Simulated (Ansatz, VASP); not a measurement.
WSe2 in VASP and in Ansatz

```
W Se
1.0
     3.29963    0.00000    0.00000
    -1.64982    2.85756    0.00000
     0.00000    0.00000   13.14959
W Se
2 4
Cartesian
  1.6498 0.9525 3.2900
  0.0000 1.9050 9.8596
  0.0000 1.9050 4.9555
  1.6498 0.9525 11.5250
  0.0000 1.9050 1.6246
  1.6498 0.9525 8.1941
```

Alike in both runs: task single point; functional PBE; k mesh 12 × 12 × 2; occupations fermi-dirac, width 0.02 eV; no spin polarisation.

|  | VASP | Ansatz |
| --- | --- | --- |
| version | VASP 6.6.1 | Ansatz 0.2.0 |
| potentials or method | VASP PAW PBE potentials, release 64 (W_sv, Se) | plane waves, PAW |
| plane-wave cutoff (eV) | 520 | 420 |
| valence electrons in the cell | 52 | 92 |

Ansatz gave:

* gap on the k mesh at the Fermi level (eV): 1.04
* pressure (GPa): 3.4
* traceless stress, the component that is largest in VASP (GPa): 1.07
* rms of the force components (eV/Å): 0.131

Question: Which values does VASP return?

Answer: gap on the k mesh at the Fermi level (eV): 1.04; pressure (GPa): 3.7; traceless stress, the component that is largest in VASP (GPa): 1.16; rms of the force components (eV/Å): 0.153.

Atom by atom the forces differ by 0.023 eV/Å (rms over components). The functional is the same, so the differences come from potentials, cutoffs and numerics. VASP's potentials hold 52 valence electrons a cell and Ansatz's 92, so a difference there can come from the potentials and not from the codes.

Neither program's run includes spin-orbit coupling.
